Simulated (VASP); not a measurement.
# CoSi2 (I4mm) in VASP: further runs, part 2 of 2

VASP 6.6.1. Earlier steps stand in the parts before.

**5. Single point, PBEsol (all Si atoms moved +0.025 Å, as atom 2 along Cartesian [0 1 0])**

The input, INCAR:

```
SYSTEM = CoSi2
PREC = Accurate
ENCUT = 520
EDIFF = 1E-7
ISMEAR = 0
SIGMA = 0.15
LREAL = .FALSE.
LASPH = .TRUE.
NELM = 100
ALGO = Normal
ISIF = 2
LWAVE = .FALSE.
LCHARG = .FALSE.
GGA = PS
NBANDS = 16
```

The input, KPOINTS:

```
regular mesh
0
G
  16 16 16
  0 0 0
```

The input, POSCAR:

```
CoSi2
1.0
    0.0000000000      2.6562539720      2.6562539720
    2.6562539720      0.0000000000      2.6562539720
    2.6562539720      2.6562539720      0.0000000000
Co Si
1 2
Direct
    0.0000000000      0.0000000000      0.0000000000
    0.2547058753      0.2452941247      0.2547058753
    0.7547058753      0.7452941247      0.7547058753
```

Potentials or basis: VASP PAW PBE potentials, release 64 (Co, Si).

Command:

```console
> cat potpaw_PBE.64/Co/POTCAR potpaw_PBE.64/Si/POTCAR > POTCAR
> mpirun -np 1 vasp_std > vasp.out
```

OUTCAR:

```text
SYSTEM = CoSi2
   PREC = Accurate
   ENCUT = 520
   EDIFF = 1E-7
   ISMEAR = 0
   LREAL = .FALSE.
   LASPH = .TRUE.
   NELM = 100
   ISIF = 2
   GGA = PS

 ion  position               nearest neighbor table
   1  0.000  0.000  0.000-   3 2.29   3 2.29   2 2.29   2 2.29   3 2.31   3 2.31   2 2.31   2 2.31

   2  0.255  0.245  0.255-   1 2.29   1 2.29   1 2.31   1 2.31   3 2.66   3 2.66   3 2.66   3 2.66
                             3 2.66   3 2.66
   3  0.755  0.745  0.755-   1 2.29   1 2.29   1 2.31   1 2.31   2 2.66   2 2.66   2 2.66   2 2.66
                             2 2.66   2 2.66

[... 654 lines left out ...]
  --------------------------------------------------------------------------------------
  -------------------------------------------------------------------------------------
  Total        0.0334915      0.0261859      0.0334915     -0.0000000      0.0000000     -0.0000000
  in kB        1.4315500      1.1192827      1.4315500     -0.0000000      0.0000000     -0.0000000
  external PRESSURE =       1.3274609 kB  Pullay stress =       0.0000000 kB

 VOLUME and BASIS-vectors are now :
 -----------------------------------------------------------------------------
  energy-cutoff  :      520.00
  volume of cell :       37.48
      direct lattice vectors                 reciprocal lattice vectors
     0.000000000  2.656253972  2.656253972    -0.188235013  0.188235013  0.188235013
     2.656253972  0.000000000  2.656253972     0.188235013 -0.188235013  0.188235013
     2.656253972  2.656253972  0.000000000     0.188235013  0.188235013 -0.188235013

 POSITION                                       TOTAL-FORCE (eV/Angst)
 -----------------------------------------------------------------------------------
      0.00000      0.00000      0.00000         0.000000      0.315213      0.000000
      1.32813      1.35313      1.32813         0.000000     -0.157607      0.000000
      3.98438      4.00938      3.98438         0.000000     -0.157607      0.000000
 -----------------------------------------------------------------------------------
    total drift:                               -0.000001      0.000064     -0.000001

  FREE ENERGIE OF THE ION-ELECTRON SYSTEM (eV)
  ---------------------------------------------------
  free  energy   TOTEN  =       -20.9833148088 eV

  energy  without entropy=      -20.9720794654  energy(sigma->0) =      -20.97769714
```

OSZICAR:

```text
N       E                     dE             d eps       ncg     rms          rms(c)
DAV:   1     0.588345410235E+02    0.58835E+02   -0.68196E+03 11256   0.102E+03
DAV:   2    -0.194312922008E+02   -0.78266E+02   -0.69676E+02 12456   0.202E+02
DAV:   3    -0.225620584109E+02   -0.31308E+01   -0.30712E+01 14616   0.449E+01
DAV:   4    -0.226160219907E+02   -0.53964E-01   -0.53939E-01 13312   0.562E+00
DAV:   5    -0.226177027746E+02   -0.16808E-02   -0.16807E-02 14744   0.103E+00    0.154E+01
DAV:   6    -0.262564342237E+02   -0.36387E+01   -0.26423E+01 11912   0.107E+02    0.178E+01
DAV:   7    -0.210328148949E+02    0.52236E+01   -0.11704E+01 14096   0.834E+01    0.341E+00
DAV:   8    -0.210208124634E+02    0.12002E-01   -0.78159E-01 13504   0.571E+00    0.193E+00
DAV:   9    -0.209838404762E+02    0.36972E-01   -0.90083E-02 13224   0.558E+00    0.496E-01
DAV:  10    -0.209835238857E+02    0.31659E-03   -0.68823E-03 15864   0.133E+00    0.142E-01
DAV:  11    -0.209833027336E+02    0.22115E-03   -0.85728E-04 15272   0.534E-01    0.395E-02
DAV:  12    -0.209833172734E+02   -0.14540E-04   -0.55818E-05 13448   0.546E-02    0.161E-02
DAV:  13    -0.209833146362E+02    0.26371E-05   -0.50481E-06 16736   0.374E-02    0.654E-03
DAV:  14    -0.209833147644E+02   -0.12816E-06   -0.83689E-07 16912   0.948E-03    0.258E-03
DAV:  15    -0.209833148088E+02   -0.44460E-07   -0.52273E-08  7760   0.427E-03
   1 F= -.20983315E+02 E0= -.20977697E+02  d E =-.112353E-01
```

Run time: 4.1 min. Hardware: 1 thread of Intel Xeon 8259CL, shared host; peak memory 0.32 GiB.

What came out:

| Item | Value |
| --- | --- |
| Free energy | -20.9833 eV |
| Pressure | 0.1 GPa |
| Largest force | 0.315 eV/Å |
| Band gap on the k mesh | zero (an odd number of electrons rules out a gap without spin polarisation) |

Forces on the atoms (eV/Å):
```
Co   0.000  0.315  0.000
Si   0.000 -0.158  0.000
Si   0.000 -0.158  0.000
```

Levels at points of the mesh, in eV from the Fermi level:
```csv
k point,band 7,band 8,band 9,band 10,band 11,band 12
"(0.00, 0.00, 0.00)",1.04,3.41,3.41,3.45,3.54,3.57
"(0.50, 0.00, 0.00)",-1.69,-0.46,-0.46,2.74,3.51,3.52
"(0.50, 0.50, 0.00)",-2.03,-1.99,-1.37,1.69,2.90,8.63
"(0.50, 0.00, 0.50)",-2.03,-1.99,-1.37,1.69,2.90,8.63
```

Caveat: the cell differs from its parent crystal (all Si atoms moved +0.025 Å, as atom 2 along Cartesian [0 1 0]); the PAW data sets were made with another functional, which shifts forces and pressure a little; the run has no spin polarisation, though such a crystal can be magnetic. Spin polarisation is off, so any magnetic state and its effect on volume and gap are missing.

**6. The runs side by side**

| cell | gap on the mesh (eV) | pressure (GPa) | largest force (eV/Å) |
| --- | --- | --- | --- |
| as given, atomic positions A | none | 0.9 | 1.26 |
| as given, atomic positions B | none | 0.2 | 0.63 |
| as given, atomic positions C | none | 0.5 | 0.95 |
| as given, atomic positions D | none | 0.1 | 0.32 |

Alike in all rows: task single point; level PBEsol; potentials or basis VASP PAW PBE potentials, release 64 (Co, Si); no spin polarisation; k mesh 16 × 16 × 16; cutoff (eV) 520; smearing gaussian 0.15 eV.

Caveats: the PAW data sets were made with another functional, which shifts forces and pressure a little; the run has no spin polarisation, though such a crystal can be magnetic.

Absolute energies hang on the potentials; compare differences alone.
